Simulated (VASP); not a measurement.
# SiC (P6_3mc) in VASP: notebook

The runs below take SiC through electric field gradients, with PBE, r2SCAN.

Everything below comes from runs of VASP 6.6.1. Logs are shortened: lines on timing, memory, paths and dates and some standing lists are left out, and cuts for length are marked.

### Step 1. The cell of the first run

Symmetry: P6_3mc, No. 186, hexagonal system. Conventional cell: a = 3.077 Å, b = 3.077 Å, c = 15.098 Å, α = 90.00°, β = 90.00°, γ = 120.00°. Si (site symmetry 3m) has 4 C at 1.88 to 1.89 Å within 2.5 Å. Si (site symmetry 3m) has 4 C at 1.88 to 1.89 Å within 2.5 Å. Si (site symmetry 3m) has 4 C at 1.89 Å within 2.5 Å. Within 2.5 Å of C (site symmetry 3m) lie 4 Si at 1.88 to 1.89 Å. C (site symmetry 3m) has 4 Si at 1.88 to 1.89 Å within 2.5 Å. Within 2.5 Å of C (site symmetry 3m) lie 4 Si at 1.89 Å.

### Step 2. Electric field gradients, PBE

Input file INCAR:

```
PREC     = Accurate       # precision mode
ENCUT    = 520            # plane-wave cutoff, eV
EDIFF    = 1E-8           # SCF threshold, eV
ISMEAR   = -1             # smearing method
SIGMA    = 0.02           # smearing width, eV
LREAL    = False          # projectors in reciprocal space
LASPH    = True           # aspherical terms in the spheres
NELM     = 80             # most SCF steps
ALGO     = Normal         # electronic algorithm
ISIF     = 2              # what is computed and relaxed
LWAVE    = False          # write WAVECAR
LCHARG   = False          # write CHGCAR
GGA      = PE             # functional
LEFG     = True         
NBANDS   = 36             # bands
```

Input file KPOINTS:

```
Automatic mesh
0
Gamma
  10 10 2
```

Input file POSCAR:

```
SiC
1.0
    3.0766210102      0.0000000000      0.0000000000
   -1.5383105051      2.6644319527      0.0000000000
    0.0000000000      0.0000000000     15.0980843200
Si C
6 6
Direct
    0.3333333333      0.6666666667      0.8329861500
    0.6666666667      0.3333333333      0.3329861500
    0.6666666667      0.3333333333      0.6665006000
    0.3333333333      0.6666666667      0.1665006000
    0.0000000000      0.0000000000      0.4997294200
    0.0000000000      0.0000000000      0.9997294200
    0.0000000000      0.0000000000      0.8743664100
    0.0000000000      0.0000000000      0.3743664100
    0.3333333333      0.6666666667      0.7079967800
    0.6666666667      0.3333333333      0.2079967800
    0.6666666667      0.3333333333      0.5415216400
    0.3333333333      0.6666666667      0.0415216400
```

Potentials or basis: VASP PAW PBE potentials, release 64 (Si, C).

Run with:

```sh
$ cat potpaw_PBE.64/Si/POTCAR potpaw_PBE.64/C/POTCAR > POTCAR
$ mpirun -np 1 vasp_std > vasp.out
```

OUTCAR:

```text
PREC = Accurate
   ENCUT = 520
   EDIFF = 1E-8
   ISMEAR = -1
   LREAL = False
   LASPH = True
   NELM = 80
   ISIF = 2
   GGA = PE

 ion  position               nearest neighbor table
   1  0.333  0.667  0.833-   7 1.88   7 1.88   7 1.88   9 1.89   3 3.08   3 3.08   3 3.08   6 3.08
                             6 3.08   6 3.08
   2  0.667  0.333  0.333-   8 1.88   8 1.88   8 1.88  10 1.89   4 3.08   4 3.08   4 3.08   5 3.08
                             5 3.08   5 3.08
   3  0.667  0.333  0.667-   9 1.88   9 1.88   9 1.88  11 1.89   1 3.08   1 3.08   1 3.08   5 3.08
                             5 3.08   5 3.08
   4  0.333  0.667  0.167-  10 1.88  10 1.88  10 1.88  12 1.89   2 3.08   2 3.08   2 3.08   6 3.08
                             6 3.08   6 3.08
   5  0.000  0.000  0.500-  11 1.89  11 1.89  11 1.89   8 1.89   2 3.08   2 3.08   2 3.08   3 3.08
                             3 3.08   3 3.08
   6  0.000  0.000  1.000-  12 1.89  12 1.89  12 1.89   7 1.89   1 3.08   1 3.08   1 3.08   4 3.08
                             4 3.08   4 3.08
   7  0.000  0.000  0.874-   1 1.88   1 1.88   1 1.88   6 1.89
   8  0.000  0.000  0.374-   2 1.88   2 1.88   2 1.88   5 1.89
   9  0.333  0.667  0.708-   3 1.88   3 1.88   3 1.88   1 1.89
  10  0.667  0.333  0.208-   4 1.88   4 1.88   4 1.88   2 1.89
  11  0.667  0.333  0.542-   5 1.89   5 1.89   5 1.89   3 1.89
  12  0.333  0.667  0.042-   6 1.89   6 1.89   6 1.89   4 1.89

  LATTYP: Found a hexagonal cell.
 ALAT       =     3.0766210102
 C/A-ratio  =     4.9073591677

  Lattice vectors:

 A1 = (   3.0766210102,   0.0000000000,   0.0000000000)
 A2 = (  -1.5383105051,   2.6644319527,   0.0000000000)
 A3 = (   0.0000000000,   0.0000000000,  15.0980843200)

Analysis of symmetry for initial positions (statically):
=====================================================================
 Subroutine PRICEL returns:
 Original cell was already a primitive cell.

 Routine SETGRP: Setting up the symmetry group for a
 hexagonal supercell.

 Subroutine GETGRP returns: Found 12 space group operations
 (whereof  6 operations were pure point group operations)
 out of a pool of 24 trial point group operations.

The static configuration has the point symmetry C_3v.
 The point group associated with its full space group is C_6v.

Analysis of symmetry for dynamics (positions and initial velocities):
=====================================================================
 Subroutine PRICEL returns:
 Original cell was already a primitive cell.

 Routine SETGRP: Setting up the symmetry group for a
 hexagonal supercell.

 Subroutine GETGRP returns: Found 12 space group operations
 (whereof  6 operations were pure point group operations)
 out of a pool of 24 trial point group operations.

The dynamic configuration has the point symmetry C_3v.
 The point group associated with its full space group is C_6v.

 Subroutine INISYM returns: Found 12 space group operations
 (whereof  6 operations are pure point group operations),
 and found     1 'primitive' translations

----------------------------------------------------------------------------------------

                                     Primitive cell

  volume of cell :     123.7658

  direct lattice vectors                    reciprocal lattice vectors
     3.076621010  0.000000000  0.000000000     0.325031909  0.187657260  0.000000000
    -1.538310505  2.664431953  0.000000000     0.000000000  0.375314520  0.000000000
     0.000000000  0.000000000 15.098084320     0.000000000  0.000000000  0.066233568

  length of vectors
     3.076621010  3.076621010 15.098084320     0.375314520  0.375314520  0.066233568

  position of ions in fractional coordinates (direct lattice)
     0.333333333  0.666666667  0.832986150
     0.666666667  0.333333333  0.332986150
     0.666666667  0.333333333  0.666500600
     0.333333333  0.666666667  0.166500600
     0.000000000  0.000000000  0.499729420
     0.000000000  0.000000000  0.999729420
     0.000000000  0.000000000  0.874366410
     0.000000000  0.000000000  0.374366410
     0.333333333  0.666666667  0.707996780
     0.666666667  0.333333333  0.207996780
     0.666666667  0.333333333  0.541521640
     0.333333333  0.666666667  0.041521640

  ion indices of the primitive-cell ions
   primitive index   ion index
                 1           1
                 2           2
                 3           3
                 4           4
                 5           5
[... 78 lines left out ...]
   NELM   =     80;   NELMIN=  2; NELMDL= -5     # of ELM steps
   EDIFF  = 0.1E-07   stopping-criterion for ELM
   LREAL  =      F    real-space projection
   EDIFFG = 0.1E-06   stopping-criterion for IOM
   NSW    =      0    number of steps for IOM
   IBRION =     -1    ionic relax: 0-MD 1-quasi-New 2-CG
   NFREE  =      0    steps in history (QN), initial steepest desc. (CG)
   ISIF   =      2    stress and relaxation
   ISYM   =      2    0-nonsym 1-usesym 2-fastsym
   POTIM  = 0.5000    time-step for ionic-motion
   TEBEG  =    0.0;   TEEND  =   0.0 temperature during run
   PSTRESS=    0.0 pullay stress
   NELECT =      48.0000    total number of electrons
   NUPDOWN=      -1.0000    fix difference up-down
   EMIN   =  10.00;   EMAX   =-10.00  energy-range for DOS
   EFERMI =   0.00;   METHOD = LEGACY
   ISMEAR =    -1;   SIGMA  =   0.02  broadening in eV -4-tet -1-fermi 0-gaus
   EFERMI_NEDOS =   21; number of points for ismear=-14 and -15
   IALGO  =     38    algorithm
   IMIX   =      4    mixing-type and parameters
     AMIX     =   0.40;   BMIX     =  1.00
     AMIX_MAG =   1.60;   BMIX_MAG =  1.00
  volume/ion in A,a.u.               =      10.31        69.60
  Fermi-wavevector in a.u.,A,eV,Ry     =   1.193865  2.256077 19.392557  1.425313
  Thomas-Fermi vector in A             =   2.329869
   LORBIT       =      0    0 simple, 1 ext, 2 COOP (PROOUT), +10 PAW based schemes
   GGA     = PE    functional components
[... 5 lines left out ...]
 non-spin polarized calculation
  energy-cutoff  :      520.00
  volume of cell :      123.77
 maximum number of plane-waves:      3356
 NGX is ok and might be reduce to    24
   NGX = 11   NGY = 11   NGZ = 57

 number of electron      47.9999998 magnetization

 Free energy of the ion-electron system (eV)
  ---------------------------------------------------
  ext. energy  EPLUGINS =         0.00000000
  ---------------------------------------------------
  free energy    TOTEN  =       -90.34675728 eV

  energy without entropy =      -90.34675728  energy(sigma->0) =      -90.34675728

 E-fermi :   8.6364     XC(G=0): -11.3681

 val. band max:        8.1882164570   @ k =   0.0000   0.0000   0.0000
 cond. band min:      10.2123485869   @ k =   0.5000   0.0000   0.0000
 fundamental gap:      2.0241321298
 Fermi energy:         8.6364157477

 k-point     1 :       0.0000    0.0000    0.0000
  band No.  band energies     occupation
      1      -7.2929      2.00000
      2      -6.7705      2.00000
      3      -6.7342      2.00000
      4      -5.2369      2.00000
      5      -5.2074      2.00000
      6      -3.7161      2.00000
[... 925 lines left out ...]
     35      15.7413      0.00000
     36      15.7413      0.00000

 [... further k-points ...]

------------------------ aborting loop because EDIFF is reached ----------------------------------------

  FORCE on cell =-STRESS in cart. coord.  units (eV):
  Direction    XX          YY          ZZ          XY          YZ          ZX
  --------------------------------------------------------------------------------------
  -------------------------------------------------------------------------------------
  Total        3.0046494      3.0046494      2.9307112      0.0000000      0.0000000     -0.0000000
  in kB       38.8959071     38.8959072     37.9387600      0.0000000      0.0000000     -0.0000000
  external PRESSURE =      38.5768581 kB  Pullay stress =       0.0000000 kB

 VOLUME and BASIS-vectors are now :
 -----------------------------------------------------------------------------
  energy-cutoff  :      520.00
  volume of cell :      123.77
      direct lattice vectors                 reciprocal lattice vectors
     3.076621010  0.000000000  0.000000000     0.325031909  0.187657260  0.000000000
    -1.538310505  2.664431953  0.000000000     0.000000000  0.375314520  0.000000000
     0.000000000  0.000000000 15.098084320     0.000000000  0.000000000  0.066233568

 POSITION                                       TOTAL-FORCE (eV/Angst)
 -----------------------------------------------------------------------------------
     -0.00000      1.77629     12.57650         0.000000      0.000000      0.001425
      1.53831      0.88814      5.02745        -0.000000     -0.000000      0.001425
      1.53831      0.88814     10.06288        -0.000000      0.000000      0.000610
     -0.00000      1.77629      2.51384         0.000000     -0.000000      0.000610
      0.00000      0.00000      7.54496        -0.000000     -0.000000     -0.007418
      0.00000      0.00000     15.09400         0.000000      0.000000     -0.007418
      0.00000      0.00000     13.20126        -0.000000     -0.000000      0.005988
      0.00000      0.00000      5.65222         0.000000      0.000000      0.005988
     -0.00000      1.77629     10.68940         0.000000     -0.000000      0.000655
      1.53831      0.88814      3.14035        -0.000000      0.000000      0.000655
      1.53831      0.88814      8.17594         0.000000     -0.000000     -0.001261
     -0.00000      1.77629      0.62690        -0.000000      0.000000     -0.001261
 -----------------------------------------------------------------------------------
    total drift:                               -0.000000     -0.000000      0.000130

  FREE ENERGIE OF THE ION-ELECTRON SYSTEM (eV)
  ---------------------------------------------------
  free  energy   TOTEN  =       -90.3467572778 eV

  energy  without entropy=      -90.3467572778  energy(sigma->0) =      -90.34675728

 Electric field gradients (V/A^2)
---------------------------------------------------------------------
 ion       V_xx      V_yy      V_zz      V_xy      V_xz      V_yz
---------------------------------------------------------------------
   1      -1.256    -1.256     2.512    -0.000     0.000    -0.000
   2      -1.256    -1.256     2.512    -0.000    -0.000     0.000
   3      -1.010    -1.010     2.020    -0.000    -0.000     0.000
   4      -1.010    -1.010     2.020    -0.000     0.000    -0.000
   5       0.235     0.235    -0.469    -0.000     0.000    -0.000
   6       0.235     0.235    -0.469    -0.000    -0.000     0.000
   7      -1.074    -1.074     2.149    -0.000    -0.000     0.000
   8      -1.074    -1.074     2.149    -0.000     0.000    -0.000
   9      -0.102    -0.102     0.204    -0.000    -0.000     0.000
  10      -0.102    -0.102     0.204    -0.000     0.000    -0.000
  11      -0.262    -0.262     0.523    -0.000    -0.000     0.000
  12      -0.262    -0.262     0.523    -0.000     0.000    -0.000
---------------------------------------------------------------------

 Electric field gradients after diagonalization (V/A^2)
 (convention: |V_zz| > |V_xx| > |V_yy|)
----------------------------------------------------------------------
 ion       V_xx      V_yy      V_zz     asymmetry (V_yy - V_xx)/ V_zz
----------------------------------------------------------------------
   1      -1.256    -1.256     2.512       0.000
   2      -1.256    -1.256     2.512       0.000
   3      -1.010    -1.010     2.020       0.000
   4      -1.010    -1.010     2.020       0.000
   5       0.235     0.235    -0.469       0.001
   6       0.235     0.235    -0.469       0.001
   7      -1.074    -1.074     2.149       0.000
   8      -1.074    -1.074     2.149       0.000
   9      -0.102    -0.102     0.204       0.002
  10      -0.102    -0.102     0.204       0.002
  11      -0.262    -0.261     0.523       0.001
  12      -0.262    -0.261     0.523       0.001
----------------------------------------------------------------------

           NMR quadrupolar parameters

 Cq : quadrupolar parameter    Cq=e*Q*V_zz/h
 eta: asymmetry parameters     (V_yy - V_xx)/ V_zz
 Q  : nuclear electric quadrupole moment in mb (millibarn)
----------------------------------------------------------------------
 ion       Cq(MHz)       eta       Q (mb)
----------------------------------------------------------------------
   1       0.006       0.000       1.000
   2       0.006       0.000       1.000
   3       0.005       0.000       1.000
   4       0.005       0.000       1.000
   5      -0.001       0.001       1.000
   6      -0.001       0.001       1.000
   7       0.005       0.000       1.000
   8       0.005       0.000       1.000
   9       0.000       0.002       1.000
  10       0.000       0.002       1.000
  11       0.001       0.001       1.000
  12       0.001       0.001       1.000
----------------------------------------------------------------------
```

It took 3.3 min on 1 thread of Intel Xeon 8259CL, shared host; peak memory 0.28 GiB.

Results:

| Property | Result |
| --- | --- |
| Free energy | -90.3468 eV |
| Pressure | 3.9 GPa |
| Largest force | 0.007 eV/Å |
| Band gap on the k mesh | 2.02 eV (least direct gap 3.12 eV) |
| Largest electric field gradient by atom | Si +2.5, +2.0, -0.5 (each value once); C +2.1, +0.2, +0.5 (each value once) V/Å² |

Forces on the atoms (eV/Å):
```
Si   0.000  0.000  0.001
Si   0.000  0.000  0.001
Si   0.000  0.000  0.001
Si   0.000  0.000  0.001
Si   0.000  0.000 -0.007
Si   0.000  0.000 -0.007
C    0.000  0.000  0.006
C    0.000  0.000  0.006
C    0.000  0.000  0.001
C    0.000  0.000  0.001
C    0.000  0.000 -0.001
C    0.000  0.000 -0.001
```

Electric field gradients, principal values (V/Å²):
```
atom   least  middle  greatest (by size)
1 Si  -1.256  -1.256               2.512
2 Si  -1.256  -1.256               2.512
3 Si  -1.010  -1.010               2.020
4 Si  -1.010  -1.010               2.020
5 Si   0.235   0.235              -0.469
6 Si   0.235   0.235              -0.469
 7 C  -1.074  -1.074               2.149
 8 C  -1.074  -1.074               2.149
 9 C  -0.102  -0.102               0.204
10 C  -0.102  -0.102               0.204
11 C  -0.261  -0.262               0.523
12 C  -0.261  -0.262               0.523
```

Caveat: the cell stands under pressure; without QUAD_EFG the Cq values of the log hold for a quadrupole moment of 1 mb, not for the nuclei. A k mesh can miss the band edges.

(Part 1 of 2 ends here.)
